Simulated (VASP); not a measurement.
C: single point with PBE-based screened hybrid with 15 % exact exchange

Crystal: C.

```xyz
2
Lattice="0.0000 1.7801 1.7801 1.7801 0.0000 1.7801 1.7801 1.7801 0.0000" Properties=species:S:1:pos:R:3 pbc="T T T"
C     0.0000    0.0000    0.0000
C     0.8901    0.8901    0.8901
```

- Program: VASP 6.6.1
- Task: single point
- Functional: PBE-based screened hybrid with 15 % exact exchange
- Potentials or basis: VASP PAW PBE potentials, release 64 (C)
- Cutoff: 520 eV
- k mesh: 6 × 6 × 6
- Occupations: gaussian, width 0.01 eV
- Spin: no spin polarisation

```yaml
Pressure: -0.7 GPa
Band_gap_on_the_k_mesh: 4.72 eV (least direct gap 6.29 eV)
```

Levels at points of the mesh, in eV from the valence-band top:
```
           k point  band 1  band 2  band 3  band 4  band 5  band 6  band 7  band 8
(0.00, 0.00, 0.00)  -22.74    0.00    0.00    0.00    6.29    6.29    6.29   14.46
(0.50, 0.00, 0.00)  -16.67  -14.13   -2.96   -2.96    9.27    9.27    9.67   16.74
(0.50, 0.50, 0.00)  -13.54  -13.54   -6.65   -6.65    5.32    5.32   18.16   18.16
```

Wall time 110 s on 1 thread of AMD EPYC 9R45 96-Core Processor (Zen 5), on a shared host, peak memory 0.18 GiB.

Caveat: the k points lie up to 0.51 Å⁻¹ apart; the PAW data sets were made with another functional, which shifts forces and pressure a little. A k mesh can miss the band edges.
